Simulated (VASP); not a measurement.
# CoSi2 (Fm-3m) in VASP: a series of runs, part 2 of 2

VASP 6.6.1. The steps go on from the part before.

### 4 Single point, PBE, collinear spin, ferromagnetic start

INCAR

```
SYSTEM = CoSi2
ALGO = Normal ; EDIFF = 1E-7
ENCUT = 520 ; GGA = PE
ISIF = 2 ; ISMEAR = 0
ISPIN = 2 ; LASPH = .True.
LCHARG = .False. ; LMAXMIX = 4
LORBIT = 11 ; LREAL = .False.
LWAVE = .False. ; MAGMOM = 2 0 0
NBANDS = 20 ; NELM = 150
PREC = Accurate ; SIGMA = 0.022
```

KPOINTS

```
k-points
0
Gamma
  9 9 9
  0 0 0
```

POSCAR

```
CoSi2
1.0
    0.0000000000      2.6780000000      2.6780000000
    2.6780000000      0.0000000000      2.6780000000
    2.6780000000      2.6780000000      0.0000000000
Co Si
1 2
Direct
    0.0000000000      0.0000000000      0.0000000000
    0.7500000000      0.7500000000      0.7500000000
    0.2500000000      0.2500000000      0.2500000000
```

Potentials or basis: VASP PAW PBE potentials, release 64 (Co, Si).

Launch:

```
$ cat potpaw_PBE.64/Co/POTCAR potpaw_PBE.64/Si/POTCAR > POTCAR
$ mpirun -np 1 vasp_std > vasp.out
```

OUTCAR:

```text
SYSTEM = CoSi2
   EDIFF = 1E-7
   ENCUT = 520
   GGA = PE
   ISIF = 2
   ISMEAR = 0
   ISPIN = 2
   LASPH = .True.
   LORBIT = 11
   LREAL = .False.
   NELM = 150
   PREC = Accurate

 ion  position               nearest neighbor table
   1  0.000  0.000  0.000-   2 2.32   3 2.32   2 2.32   2 2.32   3 2.32   2 2.32   3 2.32   3 2.32

   2  0.750  0.750  0.750-   1 2.32   1 2.32   1 2.32   1 2.32   3 2.68   3 2.68   3 2.68   3 2.68
                             3 2.68   3 2.68
   3  0.250  0.250  0.250-   1 2.32   1 2.32   1 2.32   1 2.32   2 2.68   2 2.68   2 2.68   2 2.68
                             2 2.68   2 2.68

  LATTYP: Found a face centered cubic cell.
 ALAT       =     5.3560000000

  Lattice vectors:

 A1 = (   0.0000000000,   2.6780000000,   2.6780000000)
 A2 = (   2.6780000000,   0.0000000000,   2.6780000000)
 A3 = (   2.6780000000,   2.6780000000,   0.0000000000)

Analysis of symmetry for initial positions (statically):
=====================================================================
 Subroutine PRICEL returns:
 Original cell was already a primitive cell.

[... 758 lines left out ...]
      5       8.1945      1.00000
      6       8.1945      1.00000
[... 541 lines left out ...]
     19      25.1454      0.00000
     20      25.1454      0.00000

 [... further k-points ...]
[... 5 lines left out ...]
  --------------------------------------------------------------------------------------
  -------------------------------------------------------------------------------------
  Total        0.0838187      0.0838187      0.0838187     -0.0000000     -0.0000000     -0.0000000
  in kB        3.4961466      3.4961466      3.4961466     -0.0000000     -0.0000000     -0.0000000
  external PRESSURE =       3.4961466 kB  Pullay stress =       0.0000000 kB

 VOLUME and BASIS-vectors are now :
 -----------------------------------------------------------------------------
  energy-cutoff  :      520.00
  volume of cell :       38.41
      direct lattice vectors                 reciprocal lattice vectors
     0.000000000  2.678000000  2.678000000    -0.186706497  0.186706497  0.186706497
     2.678000000  0.000000000  2.678000000     0.186706497 -0.186706497  0.186706497
     2.678000000  2.678000000  0.000000000     0.186706497  0.186706497 -0.186706497

 POSITION                                       TOTAL-FORCE (eV/Angst)
 -----------------------------------------------------------------------------------
      0.00000      0.00000      0.00000         0.000000     -0.000000      0.000000
      4.01700      4.01700      4.01700        -0.000000      0.000000     -0.000000
      1.33900      1.33900      1.33900        -0.000000     -0.000000      0.000000
 -----------------------------------------------------------------------------------
    total drift:                               -0.000000     -0.000000      0.000000

  FREE ENERGIE OF THE ION-ELECTRON SYSTEM (eV)
  ---------------------------------------------------
  free  energy   TOTEN  =       -19.2897827984 eV

  energy  without entropy=      -19.2894213005  energy(sigma->0) =      -19.28960205

 total charge

# of ion       s       p       d       tot
------------------------------------------
    1        0.541   0.718   7.597   8.856
    2        0.718   0.872   0.000   1.590
    3        0.718   0.872   0.000   1.590
--------------------------------------------------
tot          1.977   2.463   7.597  12.037

 magnetization (x)

# of ion       s       p       d       tot
------------------------------------------
    1       -0.000  -0.000  -0.000  -0.000
    2        0.000   0.000   0.000   0.000
    3        0.000   0.000   0.000   0.000
--------------------------------------------------
tot          0.000   0.000  -0.000  -0.000
```

OSZICAR:

```text
N       E                     dE             d eps       ncg     rms          rms(c)
DAV:   1     0.678258375766E+02    0.67826E+02   -0.67312E+03  2832   0.828E+02
DAV:   2    -0.158605212160E+02   -0.83686E+02   -0.73447E+02  2968   0.185E+02
DAV:   3    -0.202903845893E+02   -0.44299E+01   -0.42804E+01  3372   0.451E+01
DAV:   4    -0.203654230577E+02   -0.75038E-01   -0.74884E-01  3252   0.533E+00
DAV:   5    -0.203675913881E+02   -0.21683E-02   -0.21681E-02  3452   0.952E-01    0.162E+01
DAV:   6    -0.250838013670E+02   -0.47162E+01   -0.17990E+01  3116   0.862E+01    0.194E+01
DAV:   7    -0.193191688296E+02    0.57646E+01   -0.91005E+00  3432   0.672E+01    0.331E+00
DAV:   8    -0.193195909447E+02   -0.42212E-03   -0.56039E-01  3460   0.482E+00    0.202E+00
DAV:   9    -0.192894771734E+02    0.30114E-01   -0.68254E-02  3396   0.401E+00    0.690E-01
DAV:  10    -0.192896865682E+02   -0.20939E-03   -0.30622E-03  3584   0.438E-01    0.317E-01
DAV:  11    -0.192896727056E+02    0.13863E-04   -0.52706E-04  3524   0.298E-01    0.131E-01
DAV:  12    -0.192897687415E+02   -0.96036E-04   -0.18435E-04  3192   0.125E-01    0.482E-02
DAV:  13    -0.192897791102E+02   -0.10369E-04   -0.14162E-05  3348   0.287E-02    0.123E-02
DAV:  14    -0.192897825078E+02   -0.33976E-05   -0.25159E-06  3148   0.152E-02    0.629E-03
DAV:  15    -0.192897828830E+02   -0.37515E-06   -0.13549E-06  3192   0.916E-03    0.632E-03
DAV:  16    -0.192897827562E+02    0.12681E-06   -0.11014E-07  2744   0.416E-03    0.140E-03
DAV:  17    -0.192897827984E+02   -0.42203E-07   -0.18956E-08  1840   0.151E-03
   1 F= -.19289783E+02 E0= -.19289602E+02  d E =-.361498E-03  mag=     0.0000
```

stdout:

```text
POSCAR found type information on POSCAR CoSi
 POSCAR found :  2 types and       3 ions
 scaLAPACK will be used
 LDA part: xc-table for (Slater+PW92), standard interpolation
 POSCAR, INCAR and KPOINTS ok, starting setup
 FFT: planning ... GRIDC
 FFT: planning ... GRID_SOFT
 FFT: planning ... GRID
 WAVECAR not read
 entering main loop
```

Wall time 35 s (1 thread of Intel Xeon 6975P-C (Granite Rapids), shared host); peak memory 0.19 GiB.

What came out:

```
Free energy                                           : -19.2898 eV
Pressure                                              : 0.3 GPa
Net moment                                            : 0.00 μB per cell
Valence electrons inside the program's atomic spheres : Co 8.86; Si 1.59
```

Levels at points of the mesh, in eV from the Fermi level:
Spin up:
```
           k point  band 6  band 7  band 8  band 9  band 10  band 11  band 12  band 13
(0.00, 0.00, 0.00)   -1.86    0.79    3.45    3.45     3.45     3.49     3.49     3.49
```
Spin down:
| k point | band 5 | band 6 | band 7 | band 8 | band 9 | band 10 | band 11 | band 12 | band 13 | band 14 |
| --- | --- | --- | --- | --- | --- | --- | --- | --- | --- | --- |
| (0.00, 0.00, 0.00) | -1.86 | -1.86 | 0.79 | 3.45 | 3.45 | 3.45 | 3.49 | 3.49 | 3.49 | 5.70 |

Caveat: the starting moments collapsed, and a magnetic state may lie lower.
